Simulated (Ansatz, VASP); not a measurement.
BP in VASP and in Ansatz

The input INCAR:

```
  PREC = Accurate
  ENCUT = 520
  EDIFF = 1E-8
  ISMEAR = -1
  SIGMA = 0.05
  LREAL = F
  LASPH = T
  NELM = 60
  ALGO = Normal
  ISIF = 2
  LWAVE = F
  LCHARG = F
  GGA = PE
  LEFG = T
  NBANDS = 11
```

The input KPOINTS:

```
regular mesh
0
Gamma
  16 16 16
```

Contents of POSCAR:

```
BP
1.0
    0.0000000000      2.1597997182      2.1597997182
    2.1597997182      0.0000000000      2.1597997182
    2.1597997182      2.1597997182      0.0000000000
B P
1 1
Direct
    0.0000000000      0.0000000000      0.0000000000
    0.5000000000      0.5000000000      0.5000000000
```

Input for Ansatz:

```yaml
crystal:
  lattice:
    - [0.0, 2.1597997182, 2.1597997182]
    - [2.1597997182, 0.0, 2.1597997182]
    - [2.1597997182, 2.1597997182, 0.0]
  atoms:
    - { symbol: B, position: [0.0, 0.0, 0.0] }
    - { symbol: P, position: [0.5, 0.5, 0.5] }
kpoints:
  mp_grid: { grid: [16, 16, 16] }
  band_path:
    path:
      - [0.0, 0.0, 0.0]
      - [0.5, 0.0, 0.5]
      - [0.625, 0.25, 0.625]
      - [0.375, 0.375, 0.75]
      - [0.0, 0.0, 0.0]
      - [0.5, 0.5, 0.5]
      - [0.5, 0.25, 0.75]
      - [0.5, 0.0, 0.5]
    npoints: 14
scf:
  occupations: { method: fermi_dirac, width: 0.05 }
hamiltonian:
  xc: pbe
  pseudopotentials: { kind: paw }
output:
  forces: true
  stress: true
  eigenvalues: true
  efg: { contact_densities: true }
  populations: true
  bader: true
  dos: { projected: true, de: 0.2, e_range: [-14, 8] }
  write_density: true
  write_potential: true
  elf: true
  volumetric_format: npy
```

Alike in both runs: task electric field gradients; functional PBE; k mesh 16 × 16 × 16; occupations fermi-dirac, width 0.05 eV; no spin polarisation.

|  | VASP | Ansatz |
| --- | --- | --- |
| version | VASP 6.6.1 | Ansatz 0.2.0 |
| potentials or method | VASP PAW PBE potentials, release 64 (B, P) | PAW with Ansatz's default frozen-core files, scalar-relativistic |
| plane-wave cutoff (eV) | 520 | 420 |
| valence electrons in the cell | 8 | 8 |

```csv
,VASP,Ansatz,Ansatz less VASP
pressure (GPa),-0.2,0.0,+0.23
```
